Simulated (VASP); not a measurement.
# NaH: relaxation of cell and atoms with HSE06

Crystal: NaH.

```
CELL_PARAMETERS angstrom
2.93239 0.00000 0.00000
0.00000 2.93239 0.00000
0.00000 0.00000 2.93239
ATOMIC_POSITIONS crystal
Na 0.00000 0.00000 0.00000
H 0.50000 0.50000 0.50000
```

| Quantity | Value |
| --- | --- |
| Program | VASP 6.6.1 |
| Task | relaxation of cell and atoms |
| Functional | HSE06 |
| Potentials or basis | VASP PAW PBE potentials, release 64 (Na_pv, H) |
| Cutoff | 600 eV |
| k mesh | 6 × 6 × 6 |
| Occupations | fermi-dirac, width 0.02 eV |
| Spin | no spin polarisation |
| Dipole correction | no |
| Grid for exact exchange (PRECFOCK) | Normal |
| Further INCAR settings | ALGO = Normal; EDIFF = 1e-06; IBRION = 2; EDIFFG = -0.005; NSW = 80; ISIF = 3 |
| Share of exact exchange | 0.25 |
| Screening parameter | 0.2079 1/Å |

```yaml
Relaxed_volume: 12.73 Å³/atom
Relaxed_cell: a = 2.942 Å, b = 2.942 Å, c = 2.942 Å, α = 90.00°, β = 90.00°, γ = 90.00°
Space_group_after_relaxing_to_0.1_Å: Pm-3m (No. 221)
Energy_gained_by_relaxing: 0.2 meV/atom
Ionic_steps: 4
Pressure_after_relaxing: 0.0 GPa
Band_gap_on_the_k_mesh: 1.87 eV (least direct gap 5.68 eV)
```

Step by step:
| step | energy change (eV) | largest force (eV/Å) | pressure (GPa) | volume (Å³) |
| --- | --- | --- | --- | --- |
| 1 | 0.0000 | 0.0000 | 0.32 | 25.22 |
| 2 | -0.0002 | 0.0000 | 0.20 | 25.31 |
| 3 | -0.0002 | 0.0000 | 0.15 | 25.36 |
| 4 | -0.0003 | 0.0000 | 0.05 | 25.45 |

Final structure:
```
Na H
1.0
     2.94164    0.00000    0.00000
     0.00000    2.94164    0.00000
     0.00000    0.00000    2.94164
Na H
1 1
Cartesian
  0.0000 0.0000 0.0000
  1.4708 1.4708 1.4708
```

Levels at points of the mesh, in eV from the valence-band top:
```tsv
k point	band 1	band 2	band 3	band 4	band 5	band 6	band 7	band 8
(0.00, 0.00, 0.00)	-27.08	-27.08	-27.08	-6.55	10.18	12.18	12.18	13.85
(0.50, 0.00, 0.00)	-27.25	-27.06	-27.06	-3.81	1.87	12.41	15.51	15.93
(0.50, 0.50, 0.00)	-27.22	-27.22	-27.05	-1.94	5.23	5.23	8.02	16.26
(0.50, 0.50, 0.50)	-27.20	-27.20	-27.20	0.00	7.93	7.93	7.93	10.37
```

Run time: 16 min on 1 thread of Intel(R) Xeon(R) Platinum 8259CL CPU @ 2.50GHz (Skylake/Cascade Lake), with other jobs on the host, peak memory 0.24 GiB.

Caveat: the structure was generated, so it needn't be the stable form of NaH; the PAW data sets were made with another functional, which shifts forces and pressure a little. A k mesh can miss the band edges.
